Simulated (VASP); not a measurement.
# NaH (Fm-3m) in VASP: a series of runs

NaH is run at these levels: r2SCAN; tasks: single point.

Everything below comes from runs of VASP 6.6.1. Logs are shortened: lines on timing, memory, paths and dates and some standing lists are left out, and cuts for length are marked.

### Step 1. The cell of the first run

The structure is cubic, space group Fm-3m (No. 225). The conventional cell has a = 4.880 Å, b = 4.880 Å, c = 4.880 Å, α = 90.00°, β = 90.00°, γ = 90.00°. Na (site symmetry m-3m) has 6 H at 2.44 Å within 3.2 Å. H (site symmetry m-3m) has 6 Na at 2.44 Å within 3.2 Å.

### Step 2. Single point, r2SCAN

File POSCAR:

```
NaH
1.0
    0.0000000000      2.4400000000      2.4400000000
    2.4400000000      0.0000000000      2.4400000000
    2.4400000000      2.4400000000      0.0000000000
Na H
1 1
Direct
    0.0000000000      0.0000000000      0.0000000000
    0.5000000000      0.5000000000      0.5000000000
```

File INCAR.step1:

```
SYSTEM = NaH
ALGO = Normal
EDIFF = 1E-4
ENCUT = 520
GGA = PE
ISMEAR = 0
LASPH = .True.
LCHARG = .False.
LREAL = .False.
LWAVE = .True.
NBANDS = 11
NELM = 100
PREC = Accurate
SIGMA = 0.01
```

File INCAR.step2:

```
SYSTEM = NaH
ALGO = Normal
EDIFF = 1E-7
ENCUT = 520
ISIF = 2
ISMEAR = 0
ISTART = 1
LASPH = .True.
LCHARG = .True.
LELF = .True.
LMIXTAU = .True.
LREAL = .False.
LVHAR = .True.
LWAVE = .False.
METAGGA = R2SCAN
NBANDS = 11
NELM = 100
PREC = Accurate
SIGMA = 0.01
```

File KPOINTS:

```
k-points
0
Gamma
  8 8 8
  0 0 0
```

Potentials or basis: VASP PAW PBE potentials, release 64 (Na_pv, H).

Run with:

```console
> cat potpaw_PBE.64/Na_pv/POTCAR potpaw_PBE.64/H/POTCAR > POTCAR
> cp INCAR.step1 INCAR
> mpirun -np 1 vasp_std > vasp.out
> cp INCAR.step2 INCAR
> mpirun -np 1 vasp_std > vasp.out
```

OUTCAR:

```text
SYSTEM = NaH
   EDIFF = 1E-7
   ENCUT = 520
   ISIF = 2
   ISMEAR = 0
   ISTART = 1
   LASPH = .True.
   LREAL = .False.
   METAGGA = R2SCAN
   NELM = 100
   PREC = Accurate

 ion  position               nearest neighbor table
   1  0.000  0.000  0.000-
   2  0.500  0.500  0.500-

  LATTYP: Found a face centered cubic cell.
 ALAT       =     4.8800000000

  Lattice vectors:

 A1 = (   0.0000000000,   2.4400000000,   2.4400000000)
 A2 = (   2.4400000000,   0.0000000000,   2.4400000000)
 A3 = (   2.4400000000,   2.4400000000,   0.0000000000)

Analysis of symmetry for initial positions (statically):
=====================================================================
 Subroutine PRICEL returns:
 Original cell was already a primitive cell.

 Routine SETGRP: Setting up the symmetry group for a
 face centered cubic supercell.

 Subroutine GETGRP returns: Found 48 space group operations
 (whereof 48 operations were pure point group operations)
 out of a pool of 48 trial point group operations.

The static configuration has the point symmetry O_h .

Analysis of symmetry for dynamics (positions and initial velocities):
=====================================================================
 Subroutine PRICEL returns:
 Original cell was already a primitive cell.

 Routine SETGRP: Setting up the symmetry group for a
 face centered cubic supercell.

 Subroutine GETGRP returns: Found 48 space group operations
 (whereof 48 operations were pure point group operations)
 out of a pool of 48 trial point group operations.

The dynamic configuration has the point symmetry O_h .

 Subroutine INISYM returns: Found 48 space group operations
 (whereof 48 operations are pure point group operations),
 and found     1 'primitive' translations

----------------------------------------------------------------------------------------

                                     Primitive cell

  volume of cell :      29.0536

  direct lattice vectors                    reciprocal lattice vectors
     0.000000000  2.440000000  2.440000000    -0.204918033  0.204918033  0.204918033
     2.440000000  0.000000000  2.440000000     0.204918033 -0.204918033  0.204918033
     2.440000000  2.440000000  0.000000000     0.204918033  0.204918033 -0.204918033

  length of vectors
     3.450681092  3.450681092  3.450681092     0.354928444  0.354928444  0.354928444

  position of ions in fractional coordinates (direct lattice)
     0.000000000  0.000000000  0.000000000
     0.500000000  0.500000000  0.500000000

  ion indices of the primitive-cell ions
   primitive index   ion index
                 1           1
                 2           2

----------------------------------------------------------------------------------------

 KPOINTS: k-points

Automatic generation of k-mesh.
 Grid dimensions read from file:
 generate k-points for:    8    8    8

 Generating k-lattice:

  Cartesian coordinates                     Fractional coordinates (reciprocal lattice)
    -0.025614754  0.025614754  0.025614754     0.125000000  0.000000000  0.000000000
     0.025614754 -0.025614754  0.025614754     0.000000000  0.125000000  0.000000000
     0.025614754  0.025614754 -0.025614754     0.000000000  0.000000000  0.125000000

  Length of vectors
     0.044366056  0.044366056  0.044366056

  Shift w.r.t. Gamma in fractional coordinates (k-lattice)
     0.000000000  0.000000000  0.000000000

 Subroutine IBZKPT returns following result:
 ===========================================

 Found     29 irreducible k-points:

 Following reciprocal coordinates:
            Coordinates               Weight
  0.000000  0.000000  0.000000      1.000000
  0.125000  0.000000  0.000000      8.000000
  0.250000  0.000000  0.000000      8.000000
  0.375000  0.000000  0.000000      8.000000
  0.500000  0.000000  0.000000      4.000000
  0.125000  0.125000  0.000000      6.000000
[... 16 lines left out ...]
  0.500000  0.250000  0.125000     48.000000
 -0.375000  0.250000  0.125000     24.000000
 [... further k-points ...]
   k-points           NKPTS =     29   k-points in BZ     NKDIM =     29   number of bands    NBANDS=     11
   number of dos      NEDOS =    301   number of ions     NIONS =      2
   total plane-waves  NPLWV =  21952
   dimension x,y,z NGX =    28 NGY =   28 NGZ =   28
   dimension x,y,z NGXF=    56 NGYF=   56 NGZF=   56
   ions per type =               1   1
   NGX,Y,Z   is equivalent  to a cutoff of  13.49, 13.49, 13.49 a.u.
   NGXF,Y,Z  is equivalent  to a cutoff of  26.98, 26.98, 26.98 a.u.
 SYSTEM =  NaH
   PREC   = accura    normal or accurate (medium, high low for compatibility)
   ISTART =      1    job   : 0-new  1-cont  2-samecut
   ICHARG =      0    charge: 1-file 2-atom 10-const
   ISPIN  =      1    spin polarized calculation?
   LNONCOLLINEAR =      F non collinear calculations
   LSORBIT =      F    spin-orbit coupling
   LASPH  =      T    aspherical Exc in radial PAW
   ENCUT  =  520.0 eV  38.22 Ry    6.18 a.u.   6.42  6.42  6.42*2*pi/ulx,y,z
   NELM   =    100;   NELMIN=  2; NELMDL=  0     # of ELM steps
   EDIFF  = 0.1E-06   stopping-criterion for ELM
   LREAL  =      F    real-space projection
   EDIFFG = 0.1E-05   stopping-criterion for IOM
   NSW    =      0    number of steps for IOM
   IBRION =     -1    ionic relax: 0-MD 1-quasi-New 2-CG
   NFREE  =      0    steps in history (QN), initial steepest desc. (CG)
   ISIF   =      2    stress and relaxation
   ISYM   =      2    0-nonsym 1-usesym 2-fastsym
   POTIM  = 0.5000    time-step for ionic-motion
   TEBEG  =    0.0;   TEEND  =   0.0 temperature during run
   PSTRESS=    0.0 pullay stress
   NELECT =       8.0000    total number of electrons
   NUPDOWN=      -1.0000    fix difference up-down
   EMIN   =  10.00;   EMAX   =-10.00  energy-range for DOS
   EFERMI =   0.00;   METHOD = LEGACY
   ISMEAR =     0;   SIGMA  =   0.01  broadening in eV -4-tet -1-fermi 0-gaus
   EFERMI_NEDOS =   21; number of points for ismear=-14 and -15
   IALGO  =     38    algorithm
   IMIX   =      4    mixing-type and parameters
     AMIX     =   0.40;   BMIX     =  1.00
     AMIX_MAG =   1.60;   BMIX_MAG =  1.00
  volume/ion in A,a.u.               =      14.53        98.03
  Fermi-wavevector in a.u.,A,eV,Ry     =   1.065054  2.012660 15.433636  1.134340
  Thomas-Fermi vector in A             =   2.200593
   LORBIT       =      0    0 simple, 1 ext, 2 COOP (PROOUT), +10 PAW based schemes
   METAGGA = R2SCAN    functional components
   LHFCALC =     F    Hartree Fock is set to
   AEXX    =    0.0000 exact exchange contribution
   IVDW    =     0    specifies the selected vdW correction
   LEPSILON=     F    determine dielectric tensor
   LRPA    =     F    only Hartree local field effects (RPA)
 non-spin polarized calculation
 Gauss-broadening in eV      SIGMA  =   0.01
  energy-cutoff  :      520.00
  volume of cell :       29.05
 maximum number of plane-waves:       817
 NGX is ok and might be reduce to    28
   NGX = 13   NGY = 13   NGZ = 13

 number of electron       8.0000008 magnetization

 Free energy of the ion-electron system (eV)
  ---------------------------------------------------
  ext. energy  EPLUGINS =         0.00000000
  ---------------------------------------------------
  free energy    TOTEN  =        -7.59518256 eV

  energy without entropy =       -7.59518256  energy(sigma->0) =       -7.59518256

 E-fermi :  -1.3824     XC(G=0):  -8.0316

 val. band max:       -1.5405349812   @ k =  -0.2500   0.5000   0.2500
 cond. band min:       2.7748112045   @ k =   0.5000   0.0000   0.0000
 fundamental gap:      4.3153461858
 Fermi energy:        -1.3824281009

 k-point     1 :       0.0000    0.0000    0.0000
  band No.  band energies     occupation
      1     -24.4963      2.00000
      2     -24.4959      2.00000
      3     -24.4959      2.00000
      4      -5.0116      2.00000
      5       9.6313      0.00000
      6      14.5885      0.00000
      7      14.5885      0.00000
      8      14.5886      0.00000
      9      15.4425      0.00000
     10      15.4425      0.00000
     11      15.4426      0.00000

 k-point     2 :       0.1250    0.0000    0.0000
  band No.  band energies     occupation
      1     -24.5078      2.00000
      2     -24.4977      2.00000
      3     -24.4973      2.00000
      4      -4.7481      2.00000
      5       8.6549      0.00000
      6      12.0452      0.00000
      7      13.7504      0.00000
      8      13.7505      0.00000
      9      16.3843      0.00000
     10      16.3845      0.00000
     11      16.7111      0.00000

 k-point     3 :       0.2500    0.0000    0.0000
  band No.  band energies     occupation
      1     -24.5362      2.00000
      2     -24.5010      2.00000
      3     -24.5007      2.00000
      4      -4.0026      2.00000
      5       6.2206      0.00000
      6      10.6574      0.00000
      7      12.8997      0.00000
      8      12.9000      0.00000
      9      16.5354      0.00000
     10      16.5360      0.00000
     11      18.0470      0.00000

 k-point     4 :       0.3750    0.0000    0.0000
  band No.  band energies     occupation
      1     -24.5643      2.00000
      2     -24.5043      2.00000
      3     -24.5040      2.00000
      4      -2.9757      2.00000
      5       3.8583      0.00000
      6      10.0960      0.00000
      7      12.3675      0.00000
      8      12.3679      0.00000
      9      15.9547      0.00000
     10      15.9556      0.00000
     11      18.3445      0.00000
[... 239 lines left out ...]
 k-point    22 :       0.3750    0.2500    0.1250
  band No.  band energies     occupation
      1     -24.5427      2.00000
      2     -24.5147      2.00000
      3     -24.5052      2.00000
      4      -3.4049      2.00000
      5       5.8387      0.00000
      6       8.2207      0.00000
      7      11.2644      0.00000
      8      14.1281      0.00000
      9      14.6226      0.00000
     10      17.1903      0.00000
     11      19.8911      0.00000

 k-point    23 :       0.5000    0.2500    0.1250
  band No.  band energies     occupation
      1     -24.5573      2.00000
      2     -24.5229      2.00000
      3     -24.5095      2.00000
      4      -2.5048      2.00000
      5       4.3667      0.00000
      6       7.0559      0.00000
      7      10.4101      0.00000
      8      14.1715      0.00000
      9      15.3762      0.00000
     10      17.4253      0.00000
     11      19.6536      0.00000

 k-point    24 :      -0.3750    0.2500    0.1250
  band No.  band energies     occupation
      1     -24.5636      2.00000
      2     -24.5253      2.00000
      3     -24.5119      2.00000
      4      -1.9990      2.00000
      5       3.5520      0.00000
      6       6.7895      0.00000
      7      10.0599      0.00000
      8      14.1269      0.00000
      9      15.2317      0.00000
     10      18.5150      0.00000
     11      20.6434      0.00000

 [... further k-points ...]
[... 5 lines left out ...]
  --------------------------------------------------------------------------------------
  -------------------------------------------------------------------------------------
  Total       -0.2331514     -0.2331514     -0.2331514      0.0000000     -0.0000000      0.0000000
  in kB      -12.8572810    -12.8572810    -12.8572810      0.0000000     -0.0000000      0.0000000
  external PRESSURE =     -12.8572810 kB  Pullay stress =       0.0000000 kB

 VOLUME and BASIS-vectors are now :
 -----------------------------------------------------------------------------
  energy-cutoff  :      520.00
  volume of cell :       29.05
      direct lattice vectors                 reciprocal lattice vectors
     0.000000000  2.440000000  2.440000000    -0.204918033  0.204918033  0.204918033
     2.440000000  0.000000000  2.440000000     0.204918033 -0.204918033  0.204918033
     2.440000000  2.440000000  0.000000000     0.204918033  0.204918033 -0.204918033

 POSITION                                       TOTAL-FORCE (eV/Angst)
 -----------------------------------------------------------------------------------
      0.00000      0.00000      0.00000         0.000000     -0.000000      0.000000
      2.44000      2.44000      2.44000         0.000000      0.000000     -0.000000
 -----------------------------------------------------------------------------------
    total drift:                               -0.000000     -0.000000     -0.000000

  FREE ENERGIE OF THE ION-ELECTRON SYSTEM (eV)
  ---------------------------------------------------
  free  energy   TOTEN  =        -7.5951825633 eV

  energy  without entropy=       -7.5951825633  energy(sigma->0) =       -7.59518256
```

Wall time 32 s (1 thread of Intel Xeon Platinum 8488C (Sapphire Rapids), shared host); peak memory 0.15 GiB.

Results:

```
Free energy            : -7.5952 eV
Pressure               : -1.3 GPa
Band gap on the k mesh : 4.32 eV, indirect (least direct gap 5.14 eV)
```

Caveat: the PAW data sets were made with another functional, which shifts forces and pressure a little. r2SCAN opens gaps a little over a GGA but as a rule still falls short of measured ones.

### Step 3. Single point, r2SCAN

This run uses another cell than the first one, of 14.89 Å³/atom, 1.025 times its volume.

File POSCAR:

```
NaH
1.0
    0.0000000000      2.4601662038      2.4601662038
    2.4601662038      0.0000000000      2.4601662038
    2.4601662038      2.4601662038      0.0000000000
Na H
1 1
Direct
    0.0000000000      0.0000000000      0.0000000000
    0.5000000000      0.5000000000      0.5000000000
```

File INCAR.step1:

```
SYSTEM = NaH
ALGO = Normal ; EDIFF = 1E-4
ENCUT = 520 ; GGA = PE
ISMEAR = 0 ; LASPH = .True.
LCHARG = .False. ; LREAL = .False.
LWAVE = .True. ; NBANDS = 11
NELM = 80 ; PREC = Accurate
SIGMA = 0.01
```

File INCAR.step2:

```
SYSTEM = NaH
ALGO = Normal ; EDIFF = 1E-6
ENCUT = 520 ; ISIF = 2
ISMEAR = 0 ; ISTART = 1
LASPH = .True. ; LCHARG = .False.
LMIXTAU = .True. ; LREAL = .False.
LWAVE = .False. ; METAGGA = R2SCAN
NBANDS = 11 ; NELM = 80
PREC = Accurate ; SIGMA = 0.01
```

KPOINTS is that of step 2.

Potentials or basis: VASP PAW PBE potentials, release 64 (Na_pv, H).

Run with:

```console
> cat potpaw_PBE.64/Na_pv/POTCAR potpaw_PBE.64/H/POTCAR > POTCAR
> cp INCAR.step1 INCAR
> mpirun -np 1 vasp_std > vasp.out
> cp INCAR.step2 INCAR
> mpirun -np 1 vasp_std > vasp.out
```

OUTCAR:

```text
SYSTEM = NaH
   EDIFF = 1E-6
   ENCUT = 520
   ISIF = 2
   ISMEAR = 0
   ISTART = 1
   LASPH = .True.
   LREAL = .False.
   METAGGA = R2SCAN
   NELM = 80
   PREC = Accurate

 ion  position               nearest neighbor table
   1  0.000  0.000  0.000-
   2  0.500  0.500  0.500-

  LATTYP: Found a face centered cubic cell.
 ALAT       =     4.9203324076

  Lattice vectors:

 A1 = (   0.0000000000,   2.4601662038,   2.4601662038)
[... 512 lines left out ...]
      4      -2.0624      2.00000
      5       3.4279      0.00000
      6       6.6225      0.00000
      7       9.8300      0.00000
      8      13.8179      0.00000
      9      14.9327      0.00000
     10      18.1654      0.00000
     11      20.2592      0.00000

 [... further k-points ...]
[... 5 lines left out ...]
  --------------------------------------------------------------------------------------
  -------------------------------------------------------------------------------------
  Total       -0.3402490     -0.3402490     -0.3402490     -0.0000000      0.0000000     -0.0000000
  in kB      -18.3056082    -18.3056082    -18.3056082     -0.0000000      0.0000000     -0.0000000
  external PRESSURE =     -18.3056082 kB  Pullay stress =       0.0000000 kB

 VOLUME and BASIS-vectors are now :
 -----------------------------------------------------------------------------
  energy-cutoff  :      520.00
  volume of cell :       29.78
      direct lattice vectors                 reciprocal lattice vectors
     0.000000000  2.460166204  2.460166204    -0.203238301  0.203238301  0.203238301
     2.460166204  0.000000000  2.460166204     0.203238301 -0.203238301  0.203238301
     2.460166204  2.460166204  0.000000000     0.203238301  0.203238301 -0.203238301

 POSITION                                       TOTAL-FORCE (eV/Angst)
 -----------------------------------------------------------------------------------
      0.00000      0.00000      0.00000         0.000000      0.000000      0.000000
      2.46017      2.46017      2.46017         0.000000      0.000000     -0.000000
 -----------------------------------------------------------------------------------
    total drift:                               -0.000000     -0.000000     -0.000000

  FREE ENERGIE OF THE ION-ELECTRON SYSTEM (eV)
  ---------------------------------------------------
  free  energy   TOTEN  =        -7.5881050478 eV

  energy  without entropy=       -7.5881050478  energy(sigma->0) =       -7.58810505
```

OSZICAR.step1:

```text
N       E                     dE             d eps       ncg     rms          rms(c)
DAV:   1     0.349687256329E+02    0.34969E+02   -0.46606E+03   650   0.743E+02
DAV:   2    -0.410144105432E+01   -0.39070E+02   -0.38345E+02   671   0.188E+02
DAV:   3    -0.549574635614E+01   -0.13943E+01   -0.13921E+01   757   0.334E+01
DAV:   4    -0.550587450060E+01   -0.10128E-01   -0.10127E-01   768   0.278E+00
DAV:   5    -0.550596966437E+01   -0.95164E-04   -0.95162E-04   730   0.285E-01    0.315E+00
DAV:   6    -0.516609583173E+01    0.33987E+00   -0.33933E-01   739   0.268E+00    0.144E+00
DAV:   7    -0.507708262261E+01    0.89013E-01   -0.32544E-01   707   0.207E+00    0.359E-01
DAV:   8    -0.508223183349E+01   -0.51492E-02   -0.10588E-02   707   0.929E-01    0.717E-02
DAV:   9    -0.508211746703E+01    0.11437E-03   -0.12702E-03   757   0.359E-01    0.230E-02
DAV:  10    -0.508210473042E+01    0.12737E-04   -0.65450E-05   461   0.513E-02
   1 F= -.50821047E+01 E0= -.50821047E+01  d E =-.278202E-48
```

Wall time 28 s (1 thread of Intel Xeon Platinum 8488C (Sapphire Rapids), shared host); peak memory 0.15 GiB.

What came out:

```yaml
Free_energy: -7.5881 eV
Pressure: -1.8 GPa
Band_gap_on_the_k_mesh: 4.27 eV, indirect (least direct gap 5.08 eV)
```

Caveat: the PAW data sets were made with another functional, which shifts forces and pressure a little.

### Step 4. Single point, r2SCAN

This run uses another cell than the first one, of 15.25 Å³/atom, 1.050 times its volume.

File POSCAR:

```
NaH
1.0
    0.0000000000      2.4800071106      2.4800071106
    2.4800071106      0.0000000000      2.4800071106
    2.4800071106      2.4800071106      0.0000000000
Na H
1 1
Direct
    0.0000000000      0.0000000000      0.0000000000
    0.5000000000      0.5000000000      0.5000000000
```

File INCAR.step1:

```
PREC = Accurate ; ENCUT = 520
ISMEAR = 0 ; SIGMA = 0.01
LREAL = False ; LASPH = True
NELM = 60 ; NBANDS = 11
GGA = PE ; ALGO = Normal
EDIFF = 1E-4 ; LWAVE = True
LCHARG = False
```

File INCAR.step2:

```
PREC = Accurate ; ENCUT = 520
EDIFF = 1E-7 ; ISMEAR = 0
SIGMA = 0.01 ; LREAL = False
LASPH = True ; NELM = 60
ALGO = Normal ; ISIF = 2
LWAVE = False ; LCHARG = False
METAGGA = R2SCAN ; LMIXTAU = True
NBANDS = 11 ; ISTART = 1
```

File KPOINTS:

```
Automatic mesh
0
Gamma
  8 8 8
```

Run with:

```console
> cat potpaw_PBE.64/Na_pv/POTCAR potpaw_PBE.64/H/POTCAR > POTCAR
> cp INCAR.step1 INCAR
> mpirun -np 1 vasp_std > vasp.out
> cp INCAR.step2 INCAR
> mpirun -np 1 vasp_std > vasp.out
```

It took 31 s on 1 thread of Intel Xeon Platinum 8488C (Sapphire Rapids), shared host; peak memory 0.15 GiB.

The run converged. Its results:

- Free energy: -7.5788 eV
- Pressure: -2.2 GPa
- Band gap on the k mesh: 4.23 eV, indirect (least direct gap 5.03 eV)

Levels at points of the mesh, in eV from the valence-band top:
| k point | band 1 | band 2 | band 3 | band 4 | band 5 | band 6 | band 7 | band 8 | band 9 |
| --- | --- | --- | --- | --- | --- | --- | --- | --- | --- |
| (0.00, 0.00, 0.00) | -23.05 | -23.05 | -23.05 | -3.34 | 10.74 | 15.77 | 15.77 | 15.77 | 16.51 |
| (0.50, 0.00, 0.00) | -23.12 | -23.06 | -23.06 | -0.80 | 4.23 | 11.14 | 13.43 | 13.43 | 16.73 |
| (0.50, 0.50, 0.00) | -23.11 | -23.07 | -23.07 | -0.15 | 5.02 | 10.41 | 10.89 | 10.89 | 12.24 |

Caveat: the PAW data sets were made with another functional, which shifts forces and pressure a little. A k mesh can miss the band edges.

[end of part 1 of 2]
